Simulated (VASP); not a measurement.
Wanted: the native input for a VASP 6.6.1 run.

```yaml
Task: single point
Functional: PBE
Potentials_or_basis: VASP PAW PBE potentials, release 64 (Co, Al)
Cutoff: 520 eV
k_mesh: 14 × 14 × 14
Occupations: fermi-dirac, width 0.08 eV
Spin: no spin polarisation
Dipole_correction: no
Further_INCAR_settings: ALGO = Normal; EDIFF = 1e-06; NBANDS = 13
```

The structure of AlCo (CsCl type) lies in POSCAR:

```
AlCo
1.0
    2.8523779411      0.0000000000      0.0000000000
    0.0000000000      2.8523779411      0.0000000000
    0.0000000000      0.0000000000      2.8523779411
Co Al
1 1
Direct
    0.0000000000      0.0000000000      0.0000000000
    0.5000000000      0.5000000000      0.5000000000
```

These files were run (other wordings do the same):

INCAR

```
SYSTEM = AlCo
  ALGO = Normal
  EDIFF = 1E-6
  ENCUT = 520
  GGA = PE
  ISIF = 2
  ISMEAR = -1
  LASPH = .True.
  LCHARG = .False.
  LREAL = .False.
  LWAVE = .False.
  NBANDS = 13
  NELM = 100
  PREC = Accurate
  SIGMA = 0.08
```

KPOINTS

```
k-points
0
Gamma
  14 14 14
  0 0 0
```

Potentials or basis: VASP PAW PBE potentials, release 64 (Co, Al).

Launch:

```sh
$ cat potpaw_PBE.64/Co/POTCAR potpaw_PBE.64/Al/POTCAR > POTCAR
$ mpirun -np 1 vasp_std > vasp.out
```

It gave:

```json
{"Pressure": "0.0 GPa", "Band gap on the k mesh": "zero (band 6 reaches 12.93 eV, above the bottom of band 7 at 10.30 eV)"}
```

It took 37 s on 1 thread of Intel Xeon 8259CL, with other jobs on the host, peak memory 0.17 GiB.
